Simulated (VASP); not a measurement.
Wanted: the native input for a VASP 6.6.1 run.

```
Task                   : relaxation of cell and atoms
Functional             : PBE
Potentials or basis    : VASP PAW PBE potentials, release 64 (Na_pv, F)
Cutoff                 : 600 eV
k mesh                 : 9 × 9 × 6
Occupations            : gaussian, width 0.02 eV
Spin                   : no spin polarisation
Dipole correction      : no
Further INCAR settings : ALGO = Normal; EDIFF = 1e-07; IBRION = 2; EDIFFG = -0.01; NSW = 65; ISIF = 3
```

The structure of NaF lies in POSCAR:

```
NaF
1.0
    3.3230944552      0.0000000000      0.0000000000
   -1.6615472276      2.8778842174      0.0000000000
    0.0000000000      0.0000000000      5.4265611937
Na F
2 2
Direct
    0.0000000000      0.0000000000      0.0000000000
    0.0000000000      0.0000000000      0.5000000000
    0.3333333333      0.6666666667      0.2500000000
    0.6666666667      0.3333333333      0.7500000000
```

These files were run (other wordings do the same):

INCAR

```
ALGO = Normal
EDIFF = 1E-7
EDIFFG = -0.01
ENCUT = 600
GGA = PE
IBRION = 2
ISIF = 3
ISMEAR = 0
LASPH = T
LCHARG = F
LREAL = F
LWAVE = F
NELM = 60
NSW = 65
PREC = Accurate
SIGMA = 0.02
```

KPOINTS

```
k-points
0
Gamma
  9 9 6
```

Potentials or basis: VASP PAW PBE potentials, release 64 (Na_pv, F).

Launch:

```console
$ cat potpaw_PBE.64/Na_pv/POTCAR potpaw_PBE.64/F/POTCAR > POTCAR
$ mpirun -np 1 vasp_std > vasp.out
```

Results of the run:

| Property | Result |
| --- | --- |
| Relaxed volume | 13.01 Å³/atom |
| Relaxed cell | a = 3.248 Å, b = 3.248 Å, c = 5.696 Å, α = 90.00°, β = 90.00°, γ = 120.00° |
| Space group after relaxing (to 0.1 Å) | P6_3/mmc (No. 194) |
| Energy gained by relaxing | 11.8 meV/atom |
| Ionic steps | 6 |
| Pressure after relaxing | -0.1 GPa |
| Band gap on the k mesh | 5.99 eV |

Caveat: an odd mesh through Γ misses points on the zone boundary, where band edges can lie.

Run time: 83 s on 1 thread of Intel(R) Xeon(R) 6975P-C (Granite Rapids) (shared host), peak memory 0.2 GiB.
